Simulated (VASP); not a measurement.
# LiBr (Fm-3m) in VASP: further runs

Aim: see how the results for LiBr move with the level of theory and the settings. Levels: PBEsol, PBE. Tasks: single point, relaxation of cell and atoms.

Everything below comes from runs of VASP 6.6.1. Logs are shortened: lines on timing, memory, paths and dates and some standing lists are left out, and cuts for length are marked.

## Step 1: The cell of the first run

The structure is cubic, space group Fm-3m (No. 225). Conventional cell: a = 5.566 Å, b = 5.566 Å, c = 5.566 Å, α = 90.00°, β = 90.00°, γ = 90.00°. Li (site symmetry m-3m) has 6 Br at 2.78 Å within 3.7 Å. Br (site symmetry m-3m) has 6 Li at 2.78 Å within 3.7 Å.

## Step 2: Single point, PBEsol (functional PBEsol, strained)

The input, INCAR:

```
SYSTEM = LiBr
  PREC = Accurate
  ENCUT = 750
  EDIFF = 1E-6
  ISMEAR = 0
  SIGMA = 0.02
  LREAL = .False.
  LASPH = .True.
  NELM = 120
  ALGO = Normal
  ISIF = 2
  LWAVE = .False.
  LCHARG = .True.
  GGA = PS
  LELF = .True.
  LVHAR = .True.
  NBANDS = 12
  GGA_COMPAT = .False.
```

The input, KPOINTS:

```
Automatic mesh
0
Gamma
  8 8 8
  0 0 0
```

The input, POSCAR:

```
LiBr
1.0
    0.0000000000      2.7829504450      2.7829504450
    2.7829504450      0.0000000000      2.7829504450
    2.7829504450      2.7829504450      0.0000000000
Li Br
1 1
Direct
    0.0000000000      0.0000000000      0.0000000000
    0.5000000000      0.5000000000      0.5000000000
```

Potentials or basis: VASP PAW PBE potentials, release 64 (Li_sv, Br).

On the command line:

```bash
> cat potpaw_PBE.64/Li_sv/POTCAR potpaw_PBE.64/Br/POTCAR > POTCAR
> mpirun -np 1 vasp_std > vasp.out
```

OUTCAR:

```text
SYSTEM = LiBr
   PREC = Accurate
   ENCUT = 750
   EDIFF = 1E-6
   ISMEAR = 0
   LREAL = .False.
   LASPH = .True.
   NELM = 120
   ISIF = 2
   GGA = PS

 ion  position               nearest neighbor table
   1  0.000  0.000  0.000-
   2  0.500  0.500  0.500-

  LATTYP: Found a face centered cubic cell.
 ALAT       =     5.5659008900

  Lattice vectors:

 A1 = (   0.0000000000,   2.7829504450,   2.7829504450)
 A2 = (   2.7829504450,   0.0000000000,   2.7829504450)
 A3 = (   2.7829504450,   2.7829504450,   0.0000000000)

Analysis of symmetry for initial positions (statically):
=====================================================================
 Subroutine PRICEL returns:
 Original cell was already a primitive cell.

 Routine SETGRP: Setting up the symmetry group for a
 face centered cubic supercell.

 Subroutine GETGRP returns: Found 48 space group operations
 (whereof 48 operations were pure point group operations)
 out of a pool of 48 trial point group operations.

The static configuration has the point symmetry O_h .

Analysis of symmetry for dynamics (positions and initial velocities):
=====================================================================
 Subroutine PRICEL returns:
 Original cell was already a primitive cell.

 Routine SETGRP: Setting up the symmetry group for a
 face centered cubic supercell.

 Subroutine GETGRP returns: Found 48 space group operations
 (whereof 48 operations were pure point group operations)
 out of a pool of 48 trial point group operations.

The dynamic configuration has the point symmetry O_h .

 Subroutine INISYM returns: Found 48 space group operations
 (whereof 48 operations are pure point group operations),
 and found     1 'primitive' translations

----------------------------------------------------------------------------------------

                                     Primitive cell

  volume of cell :      43.1069

  direct lattice vectors                    reciprocal lattice vectors
     0.000000000  2.782950445  2.782950445    -0.179665434  0.179665434  0.179665434
     2.782950445  0.000000000  2.782950445     0.179665434 -0.179665434  0.179665434
     2.782950445  2.782950445  0.000000000     0.179665434  0.179665434 -0.179665434

  length of vectors
     3.935686263  3.935686263  3.935686263     0.311189660  0.311189660  0.311189660

  position of ions in fractional coordinates (direct lattice)
     0.000000000  0.000000000  0.000000000
     0.500000000  0.500000000  0.500000000

  ion indices of the primitive-cell ions
   primitive index   ion index
                 1           1
                 2           2

----------------------------------------------------------------------------------------

 KPOINTS: Automatic mesh

Automatic generation of k-mesh.
 Grid dimensions read from file:
 generate k-points for:    8    8    8

 Generating k-lattice:

  Cartesian coordinates                     Fractional coordinates (reciprocal lattice)
    -0.022458179  0.022458179  0.022458179     0.125000000  0.000000000  0.000000000
     0.022458179 -0.022458179  0.022458179     0.000000000  0.125000000  0.000000000
     0.022458179  0.022458179 -0.022458179     0.000000000  0.000000000  0.125000000

  Length of vectors
     0.038898708  0.038898708  0.038898708

  Shift w.r.t. Gamma in fractional coordinates (k-lattice)
     0.000000000  0.000000000  0.000000000

 Subroutine IBZKPT returns following result:
 ===========================================

 Found     29 irreducible k-points:

 Following reciprocal coordinates:
            Coordinates               Weight
  0.000000  0.000000  0.000000      1.000000
  0.125000  0.000000  0.000000      8.000000
  0.250000  0.000000  0.000000      8.000000
  0.375000  0.000000  0.000000      8.000000
  0.500000  0.000000  0.000000      4.000000
  0.125000  0.125000  0.000000      6.000000
[... 16 lines left out ...]
  0.500000  0.250000  0.125000     48.000000
 -0.375000  0.250000  0.125000     24.000000
 [... further k-points ...]
   k-points           NKPTS =     29   k-points in BZ     NKDIM =     29   number of bands    NBANDS=     12
   number of dos      NEDOS =    301   number of ions     NIONS =      2
   total plane-waves  NPLWV =  46656
   dimension x,y,z NGX =    36 NGY =   36 NGZ =   36
   dimension x,y,z NGXF=    72 NGYF=   72 NGZF=   72
   ions per type =               1   1
   NGX,Y,Z   is equivalent  to a cutoff of  15.21, 15.21, 15.21 a.u.
   NGXF,Y,Z  is equivalent  to a cutoff of  30.41, 30.41, 30.41 a.u.
 SYSTEM =  LiBr
   PREC   = accura    normal or accurate (medium, high low for compatibility)
   ISTART =      0    job   : 0-new  1-cont  2-samecut
   ICHARG =      2    charge: 1-file 2-atom 10-const
   ISPIN  =      1    spin polarized calculation?
   LNONCOLLINEAR =      F non collinear calculations
   LSORBIT =      F    spin-orbit coupling
   LASPH  =      T    aspherical Exc in radial PAW
   ENCUT  =  750.0 eV  55.12 Ry    7.42 a.u.   8.79  8.79  8.79*2*pi/ulx,y,z
   NELM   =    120;   NELMIN=  2; NELMDL= -5     # of ELM steps
   EDIFF  = 0.1E-05   stopping-criterion for ELM
   LREAL  =      F    real-space projection
[... 7 lines left out ...]
   TEBEG  =    0.0;   TEEND  =   0.0 temperature during run
   PSTRESS=    0.0 pullay stress
   NELECT =      10.0000    total number of electrons
   NUPDOWN=      -1.0000    fix difference up-down
   EMIN   =  10.00;   EMAX   =-10.00  energy-range for DOS
   EFERMI =   0.00;   METHOD = LEGACY
   ISMEAR =     0;   SIGMA  =   0.02  broadening in eV -4-tet -1-fermi 0-gaus
   EFERMI_NEDOS =   21; number of points for ismear=-14 and -15
   IALGO  =     38    algorithm
   IMIX   =      4    mixing-type and parameters
     AMIX     =   0.40;   BMIX     =  1.00
     AMIX_MAG =   1.60;   BMIX_MAG =  1.00
  volume/ion in A,a.u.               =      21.55       145.45
  Fermi-wavevector in a.u.,A,eV,Ry     =   1.005911  1.900895 13.767137  1.011856
  Thomas-Fermi vector in A             =   2.138620
   LORBIT       =      0    0 simple, 1 ext, 2 COOP (PROOUT), +10 PAW based schemes
   GGA     = PS    functional components
   LHFCALC =     F    Hartree Fock is set to
   AEXX    =    0.0000 exact exchange contribution
   IVDW    =     0    specifies the selected vdW correction
   LEPSILON=     F    determine dielectric tensor
   LRPA    =     F    only Hartree local field effects (RPA)
 non-spin polarized calculation
 Gauss-broadening in eV      SIGMA  =   0.02
  energy-cutoff  :      750.00
  volume of cell :       43.11
 maximum number of plane-waves:      2044
   NGX = 17   NGY = 17   NGZ = 17

 number of electron      10.0000000 magnetization

 number of electron       9.9999999 magnetization

 Free energy of the ion-electron system (eV)
  ---------------------------------------------------
  ext. energy  EPLUGINS =         0.00000000
  ---------------------------------------------------
  free energy    TOTEN  =        -6.91160888 eV

  energy without entropy =       -6.91160888  energy(sigma->0) =       -6.91160888

 E-fermi :   0.2436     XC(G=0):  -8.4397

 val. band max:       -0.0043281174   @ k =   0.0000   0.0000   0.0000
 cond. band min:       4.6187534686   @ k =   0.0000   0.0000   0.0000
 fundamental gap:      4.6230815860
 Fermi energy:         0.2436469868

 k-point     1 :       0.0000    0.0000    0.0000
  band No.  band energies     occupation
      1     -43.7325      2.00000
      2     -13.3472      2.00000
      3      -0.0043      2.00000
      4      -0.0043      2.00000
      5      -0.0043      2.00000
      6       4.6188      0.00000
      7      10.3533      0.00000
      8      10.3533      0.00000
      9      10.3533      0.00000
     10      12.0145      0.00000
     11      12.0145      0.00000
     12      12.0145      0.00000

 k-point     2 :       0.1250    0.0000    0.0000
  band No.  band energies     occupation
      1     -43.7324      2.00000
      2     -13.2885      2.00000
      3      -0.5755      2.00000
      4      -0.0449      2.00000
      5      -0.0449      2.00000
      6       5.1489      0.00000
      7       9.5825      0.00000
      8      10.1680      0.00000
      9      10.1680      0.00000
     10      11.2516      0.00000
     11      11.2516      0.00000
     12      12.3664      0.00000

 k-point     3 :       0.2500    0.0000    0.0000
  band No.  band energies     occupation
      1     -43.7320      2.00000
      2     -13.1402      2.00000
      3      -1.6293      2.00000
      4      -0.1371      2.00000
      5      -0.1371      2.00000
      6       5.7076      0.00000
      7       9.0749      0.00000
      8       9.0749      0.00000
      9       9.4588      0.00000
     10      12.1663      0.00000
     11      12.1663      0.00000
     12      12.7108      0.00000
[... 286 lines left out ...]
 k-point    23 :       0.5000    0.2500    0.1250
  band No.  band energies     occupation
      1     -43.7315      2.00000
      2     -12.8876      2.00000
      3      -2.3030      2.00000
      4      -1.1977      2.00000
      5      -0.4959      2.00000
      6       6.9807      0.00000
      7       7.7943      0.00000
      8       8.9497      0.00000
      9       9.7869      0.00000
     10      12.4196      0.00000
     11      15.1446      0.00000
     12      15.4867      0.00000

 k-point    24 :      -0.3750    0.2500    0.1250
  band No.  band energies     occupation
      1     -43.7314      2.00000
      2     -12.8296      2.00000
      3      -2.5077      2.00000
      4      -1.2920      2.00000
      5      -0.5854      2.00000
      6       6.8551      0.00000
      7       7.7461      0.00000
      8       9.0547      0.00000
      9      10.3343      0.00000
     10      13.2914      0.00000
     11      13.6742      0.00000
     12      16.3231      0.00000

 [... further k-points ...]
[... 5 lines left out ...]
  --------------------------------------------------------------------------------------
  -------------------------------------------------------------------------------------
  Total       -0.5503026     -0.5503026     -0.5503026      0.0000000     -0.0000000     -0.0000000
  in kB      -20.4534090    -20.4534090    -20.4534090      0.0000000     -0.0000000     -0.0000000
  external PRESSURE =     -20.4534090 kB  Pullay stress =       0.0000000 kB

 VOLUME and BASIS-vectors are now :
 -----------------------------------------------------------------------------
  energy-cutoff  :      750.00
  volume of cell :       43.11
      direct lattice vectors                 reciprocal lattice vectors
     0.000000000  2.782950445  2.782950445    -0.179665434  0.179665434  0.179665434
     2.782950445  0.000000000  2.782950445     0.179665434 -0.179665434  0.179665434
     2.782950445  2.782950445  0.000000000     0.179665434  0.179665434 -0.179665434

 POSITION                                       TOTAL-FORCE (eV/Angst)
 -----------------------------------------------------------------------------------
      0.00000      0.00000      0.00000        -0.000000      0.000000     -0.000000
      2.78295      2.78295      2.78295         0.000000     -0.000000      0.000000
 -----------------------------------------------------------------------------------
    total drift:                                0.000000      0.000000      0.000000

  FREE ENERGIE OF THE ION-ELECTRON SYSTEM (eV)
  ---------------------------------------------------
  free  energy   TOTEN  =        -6.9116088838 eV

  energy  without entropy=       -6.9116088838  energy(sigma->0) =       -6.91160888
```

Run time: 41 s. Hardware: 1 thread of Intel Xeon 8259CL, shared host; peak memory 0.21 GiB.

What came out:

| Item | Value |
| --- | --- |
| Free energy | -6.9116 eV |
| Pressure | -2.0 GPa |
| Band gap on the k mesh | 4.62 eV, direct |

Caveat: the cell differs from its parent crystal (functional PBEsol, strained); the PAW data sets were made with another functional, which shifts forces and pressure a little.

[end of part 1 of 2]
